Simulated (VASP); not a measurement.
# Ru in VASP: notebook

Runs on Ru. Level: PBE. Tasks: single point.

Program: VASP 6.6.1. These are calculated values, not measurements. Logs are shortened: lines on timing, memory, paths and dates and some standing lists are left out, and cuts for length are marked.

### Step 1. The cell of the first run

The cell holds a sheet with vacuum, 2 atoms: a = 2.706 Å, b = 5.065 Å, c = 15.000 Å, α = 90.00°, β = 90.00°, γ = 105.49°.

### Step 2. Single point, PBE

Contents of INCAR:

```
SYSTEM = Ru
PREC = Accurate
ENCUT = 520
EDIFF = 1E-6
ISMEAR = 0
SIGMA = 0.1
LREAL = .False.
LASPH = .True.
NELM = 100
ALGO = Normal
ISIF = 2
LWAVE = .False.
LCHARG = .False.
LDIPOL = .True.
IDIPOL = 3
DIPOL = 0.5 0.5 0.500
GGA = PE
NBANDS = 21
```

Contents of KPOINTS:

```
Automatic mesh
0
Gamma
  6 6 1
  0 0 0
```

Contents of POSCAR:

```
Ru
1.0
    2.7058000000      0.0000000000      0.0000000000
   -1.3529000000      4.8811560000      0.0000000000
    0.0000000000      0.0000000000     15.0000000000
Ru
2
Direct
    0.6346027600      0.2692055200      0.4885799600
    0.3653972400      0.7307944800      0.5114200400
```

Potentials or basis: VASP PAW PBE potentials, release 64 (Ru_pv).

Run with:

```sh
> cat potpaw_PBE.64/Ru_pv/POTCAR > POTCAR
> mpirun -np 1 vasp_std > vasp.out
```

OUTCAR:

```text
SYSTEM = Ru
   PREC = Accurate
   ENCUT = 520
   EDIFF = 1E-6
   ISMEAR = 0
   LREAL = .False.
   LASPH = .True.
   NELM = 100
   ISIF = 2
   GGA = PE

 ion  position               nearest neighbor table
   1  0.635  0.269  0.489-   2 2.65   2 2.65   2 2.65
   2  0.365  0.731  0.511-   1 2.65   1 2.65   1 2.65

  LATTYP: Found a base centered orthorhombic cell.
 ALAT       =     2.7058000000
 B/A-ratio  =     3.6079207628
 C/A-ratio  =     5.5436469806

  Lattice vectors:

 A1 = (   1.3529000000,  -4.8811560000,   0.0000000000)
 A2 = (   1.3529000000,   4.8811560000,   0.0000000000)
 A3 = (   0.0000000000,   0.0000000000,  15.0000000000)

Analysis of symmetry for initial positions (statically):
=====================================================================
 Subroutine PRICEL returns:
 Original cell was already a primitive cell.

 Routine SETGRP: Setting up the symmetry group for a
 base centered orthorhombic supercell.

 Subroutine GETGRP returns: Found  4 space group operations
 (whereof  4 operations were pure point group operations)
 out of a pool of  8 trial point group operations.

The static configuration has the point symmetry C_2h.

Analysis of symmetry for dynamics (positions and initial velocities):
=====================================================================
 Subroutine PRICEL returns:
 Original cell was already a primitive cell.

 Routine SETGRP: Setting up the symmetry group for a
 base centered orthorhombic supercell.

 Subroutine GETGRP returns: Found  4 space group operations
 (whereof  4 operations were pure point group operations)
 out of a pool of  8 trial point group operations.

The dynamic configuration has the point symmetry C_2h.

 Subroutine INISYM returns: Found  4 space group operations
 (whereof  4 operations are pure point group operations),
 and found     1 'primitive' translations

----------------------------------------------------------------------------------------

                                     Primitive cell

  volume of cell :     198.1115

  direct lattice vectors                    reciprocal lattice vectors
     2.705800000  0.000000000  0.000000000     0.369576465  0.102434751  0.000000000
    -1.352900000  4.881156000  0.000000000     0.000000000  0.204869502  0.000000000
     0.000000000  0.000000000 15.000000000     0.000000000  0.000000000  0.066666667

  length of vectors
     2.705800000  5.065177421 15.000000000     0.383509637  0.204869502  0.066666667

  position of ions in fractional coordinates (direct lattice)
     0.634602760  0.269205520  0.488579960
     0.365397240  0.730794480  0.511420040

  ion indices of the primitive-cell ions
   primitive index   ion index
                 1           1
                 2           2

----------------------------------------------------------------------------------------

 KPOINTS: Automatic mesh

Automatic generation of k-mesh.
 Grid dimensions read from file:
 generate k-points for:    6    6    1

 Generating k-lattice:

  Cartesian coordinates                     Fractional coordinates (reciprocal lattice)
     0.061596078  0.017072459  0.000000000     0.166666667  0.000000000  0.000000000
     0.000000000  0.034144917  0.000000000     0.000000000  0.166666667  0.000000000
     0.000000000  0.000000000  0.066666667     0.000000000  0.000000000  1.000000000

  Length of vectors
     0.063918273  0.034144917  0.066666667

  Shift w.r.t. Gamma in fractional coordinates (k-lattice)
     0.000000000  0.000000000  0.000000000

 Subroutine IBZKPT returns following result:
 ===========================================

 Found     13 irreducible k-points:

 Following reciprocal coordinates:
            Coordinates               Weight
  0.000000  0.000000  0.000000      1.000000
  0.166667  0.000000  0.000000      4.000000
  0.333333  0.000000  0.000000      4.000000
  0.500000  0.000000  0.000000      2.000000
  0.000000  0.166667  0.000000      2.000000
  0.166667  0.166667  0.000000      4.000000
  0.333333  0.166667  0.000000      4.000000
  0.500000  0.166667  0.000000      4.000000
 -0.333333  0.166667  0.000000      2.000000
  0.000000  0.333333  0.000000      2.000000
  0.166667  0.333333  0.000000      4.000000
  0.333333  0.333333  0.000000      2.000000
  0.000000  0.500000  0.000000      1.000000
   k-points           NKPTS =     13   k-points in BZ     NKDIM =     13   number of bands    NBANDS=     21
   number of dos      NEDOS =    301   number of ions     NIONS =      2
   total plane-waves  NPLWV =  89600
   dimension x,y,z NGX =    20 NGY =   40 NGZ =  112
   dimension x,y,z NGXF=    40 NGYF=   80 NGZF=  224
   ions per type =               2
   NGX,Y,Z   is equivalent  to a cutoff of  12.29, 13.13, 12.41 a.u.
   NGXF,Y,Z  is equivalent  to a cutoff of  24.58, 26.26, 24.83 a.u.
 SYSTEM =  Ru
   PREC   = accura    normal or accurate (medium, high low for compatibility)
   ISTART =      0    job   : 0-new  1-cont  2-samecut
   ICHARG =      2    charge: 1-file 2-atom 10-const
   ISPIN  =      1    spin polarized calculation?
   LNONCOLLINEAR =      F non collinear calculations
   LSORBIT =      F    spin-orbit coupling
   LASPH  =      T    aspherical Exc in radial PAW
   ENCUT  =  520.0 eV  38.22 Ry    6.18 a.u.   5.03  9.42 27.89*2*pi/ulx,y,z
   NELM   =    100;   NELMIN=  2; NELMDL= -5     # of ELM steps
   EDIFF  = 0.1E-05   stopping-criterion for ELM
   LREAL  =      F    real-space projection
   EDIFFG = 0.1E-04   stopping-criterion for IOM
   NSW    =      0    number of steps for IOM
   IBRION =     -1    ionic relax: 0-MD 1-quasi-New 2-CG
   NFREE  =      0    steps in history (QN), initial steepest desc. (CG)
   ISIF   =      2    stress and relaxation
   ISYM   =      2    0-nonsym 1-usesym 2-fastsym
   POTIM  = 0.5000    time-step for ionic-motion
   TEBEG  =    0.0;   TEEND  =   0.0 temperature during run
   PSTRESS=    0.0 pullay stress
   NELECT =      28.0000    total number of electrons
   NUPDOWN=      -1.0000    fix difference up-down
   EMIN   =  10.00;   EMAX   =-10.00  energy-range for DOS
   EFERMI =   0.00;   METHOD = LEGACY
   ISMEAR =     0;   SIGMA  =   0.10  broadening in eV -4-tet -1-fermi 0-gaus
   EFERMI_NEDOS =   21; number of points for ismear=-14 and -15
   IALGO  =     38    algorithm
   IMIX   =      4    mixing-type and parameters
     AMIX     =   0.40;   BMIX     =  1.00
     AMIX_MAG =   1.60;   BMIX_MAG =  1.00
  volume/ion in A,a.u.               =      99.06       668.46
  Fermi-wavevector in a.u.,A,eV,Ry     =   0.852755  1.611473  9.894036  0.727191
  Thomas-Fermi vector in A             =   1.969092
   LORBIT       =      0    0 simple, 1 ext, 2 COOP (PROOUT), +10 PAW based schemes
   GGA     = PE    functional components
   LHFCALC =     F    Hartree Fock is set to
   AEXX    =    0.0000 exact exchange contribution
   IVDW    =     0    specifies the selected vdW correction
   LEPSILON=     F    determine dielectric tensor
   LRPA    =     F    only Hartree local field effects (RPA)
 non-spin polarized calculation
 Gauss-broadening in eV      SIGMA  =   0.10
  energy-cutoff  :      520.00
  volume of cell :      198.11
 maximum number of plane-waves:      5375
   NGX = 11   NGY = 19   NGZ = 55

 dipolmoment           0.000000      0.000000      0.000000 electrons x Angstroem

 number of electron      28.0000001 magnetization

 dipolmoment           0.000000      0.000000     -0.000000 electrons x Angstroem

 Free energy of the ion-electron system (eV)
  ---------------------------------------------------
  ext. energy  EPLUGINS =         0.00000000
  ---------------------------------------------------
  free energy    TOTEN  =       -13.09645520 eV

  energy without entropy =      -13.05650051  energy(sigma->0) =      -13.07647786

 E-fermi :  -2.9307     XC(G=0):  -3.3116

 val. band max:       -2.9357270762   @ k =   0.1667   0.3333   0.0000
 cond. band min:      -2.9182825953   @ k =   0.5000   0.1667   0.0000
 fundamental gap:      0.0174444809
 Fermi energy:        -2.9306648396

 k-point     1 :       0.0000    0.0000    0.0000
  band No.  band energies     occupation
      1     -45.6376      2.00000
      2     -45.1476      2.00000
      3     -45.0676      2.00000
      4     -44.9592      2.00000
      5     -44.9137      2.00000
      6     -44.8743      2.00000
[... 13 lines left out ...]
     20       2.1458      0.00000
     21       3.0102      0.00000

 k-point     2 :       0.1667    0.0000    0.0000
  band No.  band energies     occupation
      1     -45.5946      2.00000
      2     -45.1315      2.00000
      3     -45.1096      2.00000
      4     -45.0618      2.00000
      5     -44.9974      2.00000
      6     -44.9105      2.00000
[... 13 lines left out ...]
     20       2.7370      0.00000
     21       3.7087      0.00000

 k-point     3 :       0.3333    0.0000    0.0000
  band No.  band energies     occupation
      1     -45.5233      2.00000
      2     -45.3649      2.00000
      3     -45.2104      2.00000
      4     -45.0888      2.00000
      5     -45.0485      2.00000
      6     -44.9692      2.00000
[... 13 lines left out ...]
     20       4.4959      0.00000
     21       5.6365      0.00000
[... 193 lines left out ...]
 k-point    12 :       0.3333    0.3333    0.0000
  band No.  band energies     occupation
      1     -45.4407      2.00000
      2     -45.3634      2.00000
      3     -45.1960      2.00000
      4     -45.0999      2.00000
      5     -45.0549      2.00000
      6     -45.0540      2.00000
[... 13 lines left out ...]
     20       3.7258      0.00000
     21       5.8353      0.00000

 k-point    13 :       0.0000    0.5000    0.0000
  band No.  band energies     occupation
      1     -45.3550      2.00000
      2     -45.2493      2.00000
      3     -45.0924      2.00000
      4     -45.0815      2.00000
      5     -44.9860      2.00000
      6     -44.8469      2.00000
[... 13 lines left out ...]
     20       1.4248      0.00000
     21       3.6682      0.00000

------------------------ aborting loop because EDIFF is reached ----------------------------------------

 vacuum level on the upper side and lower side of the slab       (xc-potential included)        -0.112        -0.112

  FORCE on cell =-STRESS in cart. coord.  units (eV):
  Direction    XX          YY          ZZ          XY          YZ          ZX
  --------------------------------------------------------------------------------------
  -------------------------------------------------------------------------------------
  Total       -8.1815645    -10.2124762      0.0027732      0.0000000      0.0657387      0.0000000
  in kB      -66.1663685    -82.5908619      0.0224278      0.0000000      0.5316451      0.0000000
  external PRESSURE =     -49.5782675 kB  Pullay stress =       0.0000000 kB

 VOLUME and BASIS-vectors are now :
 -----------------------------------------------------------------------------
  energy-cutoff  :      520.00
  volume of cell :      198.11
      direct lattice vectors                 reciprocal lattice vectors
     2.705800000  0.000000000  0.000000000     0.369576465  0.102434751  0.000000000
    -1.352900000  4.881156000  0.000000000     0.000000000  0.204869502  0.000000000
     0.000000000  0.000000000 15.000000000     0.000000000  0.000000000  0.066666667

 POSITION                                       TOTAL-FORCE (eV/Angst)
 -----------------------------------------------------------------------------------
      1.35290      1.31403      7.32870         0.000000     -0.192483     -0.074937
      0.00000      3.56712      7.67130        -0.000000      0.192483      0.074937
 -----------------------------------------------------------------------------------
    total drift:                               -0.000000     -0.000000     -0.000000

  FREE ENERGIE OF THE ION-ELECTRON SYSTEM (eV)
  ---------------------------------------------------
  free  energy   TOTEN  =       -13.0964552023 eV

  energy  without entropy=      -13.0565005119  energy(sigma->0) =      -13.07647786

 vacuum level on the upper side and lower side of the slab         2.489         2.489
```

Run time: 66 s. Hardware: 1 thread of Intel Xeon 6975P-C, shared host; peak memory 0.29 GiB.

What came out:

```yaml
Free_energy: -13.0965 eV
Largest_force: 0.207 eV/Å
Band_gap_on_the_k_mesh: zero (band 14 reaches -2.55 eV, above the bottom of band 15 at -3.16 eV)
```

Forces in eV/Å, atoms in the order of the input:
```
Ru   0.000 -0.192 -0.075
Ru   0.000  0.192  0.075
```

Levels at points of the mesh, in eV from the Fermi level:
| k point | band 12 | band 13 | band 14 | band 15 | band 16 | band 17 |
| --- | --- | --- | --- | --- | --- | --- |
| (0.00, 0.00, 0.00) | -0.34 | -0.27 | 0.38 | 0.44 | 0.80 | 1.01 |
| (0.50, 0.00, 0.00) | -0.65 | 0.08 | 0.16 | 0.71 | 0.97 | 4.00 |
| (0.00, 0.50, 0.00) | -1.08 | -0.72 | -0.41 | -0.23 | 0.37 | 0.87 |

Caveat: the k points lie up to 0.40 Å⁻¹ apart.

### Step 3. Single point, PBE

This run uses another cell than the first one, of 114.22 Å³/atom, 1.153 times its volume.

Changes to INCAR since step 2:

```diff
@@ -8,3 +8,3 @@
 LASPH = .True.
-NELM = 100
+NELM = 80
 ALGO = Normal
@@ -15,3 +15,3 @@
 IDIPOL = 3
-DIPOL = 0.5 0.5 0.500
+DIPOL = 0.5 0.5 0.306
 GGA = PE
```

KPOINTS is that of step 2.

Contents of POSCAR:

```
Ru
1.0
    2.6581840681      0.0000000000      0.0000000000
   -1.3290920341      3.5097184132      0.0000000000
    0.0000000000      0.0000000000     24.4852024000
Ru
2
Direct
    0.6325355457      0.2650710913      0.2813591051
    0.3674644543      0.7349289087      0.3312558023
```

Potentials or basis: VASP PAW PBE potentials, release 64 (Ru_pv).

Run with:

```sh
> cat potpaw_PBE.64/Ru_pv/POTCAR > POTCAR
> mpirun -np 1 vasp_std > vasp.out
```

It took 1.8 min on 1 thread of Intel Xeon 6975P-C, shared host; peak memory 0.33 GiB.

The run converged. Its results:

```yaml
Free_energy: -15.0832 eV
Largest_force: 0.142 eV/Å
Band_gap_on_the_k_mesh: zero (band 14 reaches -1.89 eV, above the bottom of band 15 at -2.78 eV)
```

Forces in eV/Å, atoms in the order of the input:
```
Ru   0.000  0.096 -0.105
Ru   0.000 -0.096  0.105
```

Levels at points of the mesh, in eV from the Fermi level:
```csv
k point,band 12,band 13,band 14,band 15,band 16,band 17
"(0.00, 0.00, 0.00)",-2.12,-1.83,-0.37,-0.26,0.18,1.32
"(0.50, 0.00, 0.00)",-2.07,0.02,0.27,0.72,1.39,3.07
"(0.00, 0.50, 0.00)",-1.71,-1.05,-0.72,0.32,0.55,0.92
```

Caveat: the k points lie up to 0.42 Å⁻¹ apart.

### Step 4. Single point, PBE

This run uses another cell than the first one, of 114.22 Å³/atom, 1.153 times its volume.

Contents of INCAR:

```
SYSTEM = Ru
ALGO = Normal ; DIPOL = 0.5 0.5 0.306
EDIFF = 1E-7 ; ENCUT = 520
GGA = PE ; IDIPOL = 3
ISIF = 2 ; ISMEAR = 0
LASPH = .TRUE. ; LCHARG = .TRUE.
LDIPOL = .TRUE. ; LELF = .TRUE.
LREAL = .FALSE. ; LVACPOTAV = .TRUE.
LVHAR = .TRUE. ; LWAVE = .FALSE.
NBANDS = 21 ; NELM = 60
PREC = Accurate ; SIGMA = 0.1
```

Contents of KPOINTS:

```
k-points
0
G
  22 22 1
  0 0 0
```

POSCAR is that of step 3.

Run with:

```sh
> cat potpaw_PBE.64/Ru_pv/POTCAR > POTCAR
> mpirun -np 1 vasp_std > vasp.out
```

It took 13 min on 1 thread of Intel Xeon 6975P-C, shared host; peak memory 0.68 GiB.

Results (log left out):

| Quantity | Value |
| --- | --- |
| Free energy | -15.0910 eV |
| Largest force | 0.192 eV/Å |
| Band gap on the k mesh | zero (band 14 reaches -1.85 eV, above the bottom of band 15 at -2.90 eV) |

Forces on the atoms (eV/Å):
```
Ru   0.000 -0.176 -0.077
Ru   0.000  0.176  0.077
```

Levels at points of the mesh, in eV from the Fermi level:
| k point | band 11 | band 12 | band 13 | band 14 | band 15 | band 16 | band 17 | band 18 |
| --- | --- | --- | --- | --- | --- | --- | --- | --- |
| (0.00, 0.00, 0.00) | -2.18 | -2.09 | -1.81 | -0.35 | -0.23 | 0.19 | 1.34 | 1.69 |
| (0.50, 0.00, 0.00) | -2.20 | -2.05 | 0.05 | 0.29 | 0.74 | 1.40 | 3.10 | 6.02 |
| (0.00, 0.50, 0.00) | -2.13 | -1.69 | -1.01 | -0.70 | 0.35 | 0.57 | 0.94 | 1.70 |

### Step 5. Single point, PBE

This run uses another cell than the first one, of 122.59 Å³/atom, 1.238 times its volume.

Contents of INCAR:

```
SYSTEM = Ru
PREC     = Accurate       ! precision mode
ENCUT    = 520            ! plane-wave cutoff, eV
EDIFF    = 1E-6           ! SCF threshold, eV
ISMEAR   = 0              ! smearing method
SIGMA    = 0.1            ! smearing width, eV
LREAL    = .False.        ! projectors in reciprocal space
LASPH    = .True.         ! aspherical terms in the spheres
NELM     = 80             ! most SCF steps
ALGO     = Normal         ! electronic algorithm
ISIF     = 2              ! what is computed and relaxed
LWAVE    = .False.        ! write WAVECAR
LCHARG   = .False.        ! write CHGCAR
LDIPOL   = .True.       
IDIPOL   = 3            
DIPOL    = 0.5 0.5 0.286
GGA      = PE             ! functional
NBANDS   = 21             ! bands
```

Contents of KPOINTS:

```
regular mesh
0
Gamma
  22 22 1
  0 0 0
```

Contents of POSCAR:

```
Ru
1.0
    2.6480981402      0.0000000000      0.0000000000
   -1.3240490701      3.5280524552      0.0000000000
    0.0000000000      0.0000000000     26.2434614601
Ru
2
Direct
    0.6310015749      0.2620031498      0.2626008508
    0.3689984251      0.7379968502      0.3089700917
```

Run with:

```sh
> cat potpaw_PBE.64/Ru_pv/POTCAR > POTCAR
> mpirun -np 1 vasp_std > vasp.out
```

Wall time 13 min (1 thread of Intel Xeon 6975P-C, shared host); peak memory 0.7 GiB.

The run converged. Its results:

- Free energy: -15.0927 eV
- Largest force: 0.154 eV/Å
- Band gap on the k mesh: zero (band 14 reaches -1.99 eV, above the bottom of band 15 at -3.05 eV)

Forces on the atoms (eV/Å):
```
Ru   0.000  0.121 -0.095
Ru   0.000 -0.121  0.095
```

Levels at points of the mesh, in eV from the Fermi level:
```csv
k point,band 12,band 13,band 14,band 15,band 16,band 17
"(0.00, 0.00, 0.00)",-1.97,-1.80,-0.37,-0.22,0.15,1.37
"(0.50, 0.00, 0.00)",-2.08,0.06,0.28,0.77,1.44,3.14
"(0.00, 0.50, 0.00)",-1.67,-1.06,-0.66,0.40,0.60,0.89
```

### Step 6. Overview

| cell | k mesh | gap on the mesh (eV) | largest force (eV/Å) |
| --- | --- | --- | --- |
| a = 2.706, b = 5.065, c = 15.000 Å, angles 90.0, 90.0, 105.5°, 2 atoms | 6 × 6 × 1 | none | 0.21 |
| a = 2.658, b = 3.753, c = 24.485 Å, angles 90.0, 90.0, 110.7°, 2 atoms | 6 × 6 × 1 | none | 0.14 |
| a = 2.658, b = 3.753, c = 24.485 Å, angles 90.0, 90.0, 110.7°, 2 atoms | 22 × 22 × 1 | none | 0.19 |
| a = 2.648, b = 3.768, c = 26.243 Å, angles 90.0, 90.0, 110.6°, 2 atoms | 22 × 22 × 1 | none | 0.15 |

Alike in all rows: task single point; level PBE; potentials or basis VASP PAW PBE potentials, release 64 (Ru_pv); no spin polarisation; cutoff (eV) 520; smearing gaussian 0.1 eV.

Caveats: some runs use coarse meshes.

Total energies depend on the potentials used, so only differences within one code and one set of settings carry meaning.
